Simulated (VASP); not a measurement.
# Cu (P6_3/mmc) in VASP: a series of runs

Runs on Cu. Level: PBE. Tasks: single point.

Everything below comes from runs of VASP 6.6.1. Logs are shortened: lines on timing, memory, paths and dates and some standing lists are left out, and cuts for length are marked.

**1. The cell of the first run**

The structure is hexagonal, space group P6_3/mmc (No. 194). The conventional cell has a = 2.414 Å, b = 2.414 Å, c = 4.383 Å, α = 90.00°, β = 90.00°, γ = 120.00°. Within 3.2 Å of Cu (site symmetry -6m2) lie 12 Cu at 2.41 to 2.60 Å.

**2. Single point, PBE (biaxial strain in the a-b plane: -6.0 %, then relaxed in part)**

INCAR reads:

```
PREC     = Accurate       # precision mode
ENCUT    = 520            # plane-wave cutoff, eV
EDIFF    = 1E-7           # SCF threshold, eV
ISMEAR   = 0              # smearing method
SIGMA    = 0.1            # smearing width, eV
LREAL    = F              # projectors in reciprocal space
LASPH    = T              # aspherical terms in the spheres
NELM     = 100            # most SCF steps
ALGO     = Fast           # electronic algorithm
ISIF     = 2              # what is computed and relaxed
LWAVE    = F              # write WAVECAR
LCHARG   = F              # write CHGCAR
GGA      = PE             # functional
NBANDS   = 18             # bands
```

KPOINTS reads:

```
Automatic mesh
0
Gamma
  24 24 12
```

POSCAR reads:

```
Cu
1.0
    2.4139297504      0.0000000000      0.0000000000
   -1.2069648752      2.0905244868      0.0000000000
    0.0000000000      0.0000000000      4.3828480379
Cu
2
Direct
    0.3333333333      0.6666666667      0.2500000000
    0.6666666667      0.3333333333      0.7500000000
```

Potentials or basis: VASP PAW PBE potentials, release 64 (Cu).

On the command line:

```console
$ cat potpaw_PBE.64/Cu/POTCAR > POTCAR
$ mpirun -np 1 vasp_std > vasp.out
```

OUTCAR:

```text
PREC = Accurate
   ENCUT = 520
   EDIFF = 1E-7
   ISMEAR = 0
   LREAL = F
   LASPH = T
   NELM = 100
   ISIF = 2
   GGA = PE

 ion  position               nearest neighbor table
   1  0.333  0.667  0.250-   2 2.60   2 2.60   2 2.60   2 2.60   2 2.60   2 2.60
   2  0.667  0.333  0.750-   1 2.60   1 2.60   1 2.60   1 2.60   1 2.60   1 2.60

  LATTYP: Found a hexagonal cell.
 ALAT       =     2.4139297504
 C/A-ratio  =     1.8156485445

  Lattice vectors:

 A1 = (   2.4139297504,   0.0000000000,   0.0000000000)
 A2 = (  -1.2069648752,   2.0905244868,   0.0000000000)
 A3 = (   0.0000000000,   0.0000000000,   4.3828480379)

Analysis of symmetry for initial positions (statically):
=====================================================================
 Subroutine PRICEL returns:
 Original cell was already a primitive cell.

 Routine SETGRP: Setting up the symmetry group for a
 hexagonal supercell.

 Subroutine GETGRP returns: Found 24 space group operations
 (whereof 12 operations were pure point group operations)
 out of a pool of 24 trial point group operations.

The static configuration has the point symmetry D_3d.
 The point group associated with its full space group is D_6h.

Analysis of symmetry for dynamics (positions and initial velocities):
=====================================================================
 Subroutine PRICEL returns:
 Original cell was already a primitive cell.

 Routine SETGRP: Setting up the symmetry group for a
 hexagonal supercell.

 Subroutine GETGRP returns: Found 24 space group operations
 (whereof 12 operations were pure point group operations)
 out of a pool of 24 trial point group operations.

The dynamic configuration has the point symmetry D_3d.
 The point group associated with its full space group is D_6h.

 Subroutine INISYM returns: Found 24 space group operations
 (whereof 12 operations are pure point group operations),
 and found     1 'primitive' translations

----------------------------------------------------------------------------------------

                                     Primitive cell

  volume of cell :      22.1175

  direct lattice vectors                    reciprocal lattice vectors
     2.413929750  0.000000000  0.000000000     0.414262263  0.239174429  0.000000000
    -1.206964875  2.090524487  0.000000000     0.000000000  0.478348858  0.000000000
     0.000000000  0.000000000  4.382848038     0.000000000  0.000000000  0.228162143

  length of vectors
     2.413929750  2.413929750  4.382848038     0.478348858  0.478348858  0.228162143

  position of ions in fractional coordinates (direct lattice)
     0.333333333  0.666666667  0.250000000
     0.666666667  0.333333333  0.750000000

  ion indices of the primitive-cell ions
   primitive index   ion index
                 1           1
                 2           2

----------------------------------------------------------------------------------------

 KPOINTS: Automatic mesh

Automatic generation of k-mesh.
 Grid dimensions read from file:
 generate k-points for:   24   24   12

 Generating k-lattice:

  Cartesian coordinates                     Fractional coordinates (reciprocal lattice)
     0.017260928  0.009965601  0.000000000     0.041666667  0.000000000  0.000000000
     0.000000000  0.019931202  0.000000000     0.000000000  0.041666667  0.000000000
     0.000000000  0.000000000  0.019013512     0.000000000  0.000000000  0.083333333

  Length of vectors
     0.019931202  0.019931202  0.019013512

  Shift w.r.t. Gamma in fractional coordinates (k-lattice)
     0.000000000  0.000000000  0.000000000

 Subroutine IBZKPT returns following result:
 ===========================================

 Found    427 irreducible k-points:

 Following reciprocal coordinates:
            Coordinates               Weight
  0.000000  0.000000  0.000000      1.000000
  0.041667 -0.000000  0.000000      6.000000
  0.083333  0.000000  0.000000      6.000000
  0.125000  0.000000  0.000000      6.000000
  0.166667  0.000000  0.000000      6.000000
  0.208333  0.000000  0.000000      6.000000
[... 16 lines left out ...]
  0.416667  0.041667  0.000000     12.000000
  0.458333  0.041667  0.000000     12.000000
 [... further k-points ...]
   k-points           NKPTS =    427   k-points in BZ     NKDIM =    427   number of bands    NBANDS=     18
   number of dos      NEDOS =    301   number of ions     NIONS =      2
   total plane-waves  NPLWV =  11664
   dimension x,y,z NGX =    18 NGY =   18 NGZ =   36
   dimension x,y,z NGXF=    36 NGYF=   36 NGZF=   72
   ions per type =               2
   NGX,Y,Z   is equivalent  to a cutoff of  12.40, 12.40, 13.66 a.u.
   NGXF,Y,Z  is equivalent  to a cutoff of  24.79, 24.79, 27.31 a.u.
 SYSTEM =  unknown system
   PREC   = accura    normal or accurate (medium, high low for compatibility)
   ISTART =      0    job   : 0-new  1-cont  2-samecut
   ICHARG =      2    charge: 1-file 2-atom 10-const
   ISPIN  =      1    spin polarized calculation?
   LNONCOLLINEAR =      F non collinear calculations
   LSORBIT =      F    spin-orbit coupling
   LASPH  =      T    aspherical Exc in radial PAW
   ENCUT  =  520.0 eV  38.22 Ry    6.18 a.u.   4.49  4.49  8.15*2*pi/ulx,y,z
   NELM   =    100;   NELMIN=  2; NELMDL= -5     # of ELM steps
   EDIFF  = 0.1E-06   stopping-criterion for ELM
   LREAL  =      F    real-space projection
   EDIFFG = 0.1E-05   stopping-criterion for IOM
   NSW    =      0    number of steps for IOM
   IBRION =     -1    ionic relax: 0-MD 1-quasi-New 2-CG
   NFREE  =      0    steps in history (QN), initial steepest desc. (CG)
   ISIF   =      2    stress and relaxation
   ISYM   =      2    0-nonsym 1-usesym 2-fastsym
   POTIM  = 0.5000    time-step for ionic-motion
   TEBEG  =    0.0;   TEEND  =   0.0 temperature during run
   PSTRESS=    0.0 pullay stress
   NELECT =      22.0000    total number of electrons
   NUPDOWN=      -1.0000    fix difference up-down
   EMIN   =  10.00;   EMAX   =-10.00  energy-range for DOS
   EFERMI =   0.00;   METHOD = LEGACY
   ISMEAR =     0;   SIGMA  =   0.10  broadening in eV -4-tet -1-fermi 0-gaus
   EFERMI_NEDOS =   21; number of points for ismear=-14 and -15
   IALGO  =     68    algorithm
   IMIX   =      4    mixing-type and parameters
     AMIX     =   0.40;   BMIX     =  1.00
     AMIX_MAG =   1.60;   BMIX_MAG =  1.00
  volume/ion in A,a.u.               =      11.06        74.63
  Fermi-wavevector in a.u.,A,eV,Ry     =   1.634194  3.088179 36.335585  2.670590
  Thomas-Fermi vector in A             =   2.725874
   LORBIT       =      0    0 simple, 1 ext, 2 COOP (PROOUT), +10 PAW based schemes
   GGA     = PE    functional components
   LHFCALC =     F    Hartree Fock is set to
   AEXX    =    0.0000 exact exchange contribution
   IVDW    =     0    specifies the selected vdW correction
   LEPSILON=     F    determine dielectric tensor
   LRPA    =     F    only Hartree local field effects (RPA)
 non-spin polarized calculation
 RMM-DIIS sequential band-by-band and
 Gauss-broadening in eV      SIGMA  =   0.10
  energy-cutoff  :      520.00
  volume of cell :       22.12
 maximum number of plane-waves:       612
 NGX is ok and might be reduce to    18
   NGX =  9   NGY =  9   NGZ = 17

 number of electron      22.0000036 magnetization

 Free energy of the ion-electron system (eV)
  ---------------------------------------------------
  ext. energy  EPLUGINS =         0.00000000
  ---------------------------------------------------
  free energy    TOTEN  =        -7.24939444 eV

  energy without entropy =       -7.24403208  energy(sigma->0) =       -7.24671326

 E-fermi :   8.4928     XC(G=0): -13.1038

 val. band max:        8.4902430908   @ k =   0.2500   0.2500   0.0000
 cond. band min:       8.4942528623   @ k =   0.2083   0.2083   0.4167
 fundamental gap:      0.0040097715
 Fermi energy:         8.4928340714

 k-point     1 :       0.0000    0.0000    0.0000
  band No.  band energies     occupation
      1      -1.4311      2.00000
      2       2.6728      2.00000
      3       4.7825      2.00000
      4       5.2187      2.00000
      5       5.2187      2.00000
      6       5.3674      2.00000
[... 10 lines left out ...]
     17      33.7465      0.00000
     18      33.9452      0.00000

 k-point     2 :       0.0417   -0.0000    0.0000
  band No.  band energies     occupation
      1      -1.3672      2.00000
      2       2.7180      2.00000
      3       4.7920      2.00000
      4       5.2054      2.00000
      5       5.2441      2.00000
      6       5.3514      2.00000
[... 10 lines left out ...]
     17      32.7814      0.00000
     18      33.9010      0.00000

 k-point     3 :       0.0833    0.0000    0.0000
  band No.  band energies     occupation
      1      -1.1767      2.00000
      2       2.8494      2.00000
      3       4.8123      2.00000
      4       5.1735      2.00000
      5       5.3089      2.00000
      6       5.3193      2.00000
[... 10 lines left out ...]
     17      31.6751      0.00000
     18      33.8292      0.00000

 k-point     4 :       0.1250    0.0000    0.0000
  band No.  band energies     occupation
      1      -0.8632      2.00000
      2       3.0532      2.00000
      3       4.8157      2.00000
      4       5.1279      2.00000
      5       5.1358      2.00000
      6       5.2716      2.00000
[... 375 lines left out ...]
      4       4.9569      2.00000
      5       5.1500      2.00000
      6       5.3539      2.00000
[... 10 lines left out ...]
     17      23.8340      0.00000
     18      30.7180      0.00000

 k-point    23 :       0.4167    0.0417    0.0000
  band No.  band energies     occupation
      1       3.1256      2.00000
      2       3.4797      2.00000
      3       3.7603      2.00000
      4       5.0854      2.00000
      5       5.1661      2.00000
      6       5.4383      2.00000
[... 10 lines left out ...]
     17      23.4752      0.00000
     18      30.5247      0.00000

 k-point    24 :       0.4583    0.0417    0.0000
  band No.  band energies     occupation
      1       3.2686      2.00000
      2       3.4067      2.00000
      3       3.7343      2.00000
      4       5.0517      2.00000
      5       5.3305      2.00000
      6       5.4523      2.00000
[... 10 lines left out ...]
     17      23.2961      0.00000
     18      30.3787      0.00000

 [... further k-points ...]
[... 5 lines left out ...]
  --------------------------------------------------------------------------------------
  -------------------------------------------------------------------------------------
  Total        3.3842547      3.3842547      0.0854121      0.0000000     -0.0000000      0.0000000
  in kB      245.1530613    245.1530613      6.1871922      0.0000000     -0.0000000      0.0000000
  external PRESSURE =     165.4977716 kB  Pullay stress =       0.0000000 kB

 VOLUME and BASIS-vectors are now :
 -----------------------------------------------------------------------------
  energy-cutoff  :      520.00
  volume of cell :       22.12
      direct lattice vectors                 reciprocal lattice vectors
     2.413929750  0.000000000  0.000000000     0.414262263  0.239174429  0.000000000
    -1.206964875  2.090524487  0.000000000     0.000000000  0.478348858  0.000000000
     0.000000000  0.000000000  4.382848038     0.000000000  0.000000000  0.228162143

 POSITION                                       TOTAL-FORCE (eV/Angst)
 -----------------------------------------------------------------------------------
     -0.00000      1.39368      1.09571        -0.000000      0.000000      0.000000
      1.20696      0.69684      3.28714         0.000000     -0.000000      0.000000
 -----------------------------------------------------------------------------------
    total drift:                               -0.000000      0.000000     -0.000000

  FREE ENERGIE OF THE ION-ELECTRON SYSTEM (eV)
  ---------------------------------------------------
  free  energy   TOTEN  =        -7.2493944379 eV

  energy  without entropy=       -7.2440320752  energy(sigma->0) =       -7.24671326
```

Wall time 92 s (1 thread of Intel Xeon 6975P-C (Granite Rapids), shared host); peak memory 0.24 GiB.

What came out:

```yaml
Free_energy: -7.2494 eV
Pressure: 16.5 GPa
Band_gap_on_the_k_mesh: zero (band 11 reaches 13.25 eV, above the bottom of band 12 at 6.41 eV)
```

Levels at points of the mesh, in eV from the Fermi level:
```csv
k point,band 8,band 9,band 10,band 11,band 12,band 13,band 14,band 15
"(0.00, 0.00, 0.00)",-2.41,-2.41,-2.17,-1.87,-1.87,2.61,20.65,23.33
"(0.50, 0.00, 0.00)",-1.85,-1.59,-1.54,0.14,1.99,7.63,7.77,10.54
"(0.00, 0.00, 0.50)",-3.26,-2.08,-2.08,-2.08,-2.08,10.28,10.28,23.99
"(0.50, 0.00, 0.50)",-2.07,-1.56,-1.56,0.50,0.50,5.49,5.49,16.19
```

Caveat: the cell differs from its parent crystal (biaxial strain in the a-b plane: -6.0 %, then relaxed in part).

**3. Single point, PBE (biaxial strain in the a-b plane: -4.0 %)**

INCAR reads:

```
SYSTEM = Cu
PREC = Accurate
ENCUT = 520
EDIFF = 1E-6
ISMEAR = 0
SIGMA = 0.1
LREAL = .FALSE.
LASPH = .TRUE.
NELM = 80
ALGO = Fast
ISIF = 2
LWAVE = .FALSE.
LCHARG = .FALSE.
GGA = PE
NBANDS = 18
```

KPOINTS reads:

```
Automatic mesh
0
G
  24 24 12
  0 0 0
```

POSCAR reads:

```
Cu
1.0
    2.4652899579      0.0000000000      0.0000000000
   -1.2326449789      2.1350037312      0.0000000000
    0.0000000000      0.0000000000      4.2941728334
Cu
2
Direct
    0.3333333333      0.6666666667      0.2500000000
    0.6666666667      0.3333333333      0.7500000000
```

Potentials or basis: VASP PAW PBE potentials, release 64 (Cu).

On the command line:

```console
$ cat potpaw_PBE.64/Cu/POTCAR > POTCAR
$ mpirun -np 1 vasp_std > vasp.out
```

Run time: 68 s. Hardware: 1 thread of Intel Xeon 6975P-C (Granite Rapids), shared host; peak memory 0.24 GiB.

It converged, with:

| Property | Result |
| --- | --- |
| Free energy | -7.3615 eV |
| Pressure | 11.7 GPa |
| Band gap on the k mesh | zero (band 11 reaches 12.66 eV, above the bottom of band 12 at 6.14 eV) |

Stress tensor (GPa, compression positive):
```
16.15  0.00  0.00
 0.00 16.15  0.00
 0.00  0.00  2.81
```

Levels at points of the mesh, in eV from the Fermi level:
| k point | band 9 | band 10 | band 11 | band 12 | band 13 | band 14 |
| --- | --- | --- | --- | --- | --- | --- |
| (0.00, 0.00, 0.00) | -2.43 | -1.81 | -1.81 | -1.72 | 3.09 | 22.08 |
| (0.50, 0.00, 0.00) | -1.59 | -1.52 | 0.11 | 1.86 | 7.70 | 7.91 |
| (0.00, 0.00, 0.50) | -2.03 | -2.03 | -2.03 | -2.03 | 11.16 | 11.16 |
| (0.50, 0.00, 0.50) | -1.55 | -1.55 | 0.51 | 0.51 | 5.26 | 5.26 |

Caveat: the cell differs from its parent crystal (biaxial strain in the a-b plane: -4.0 %).
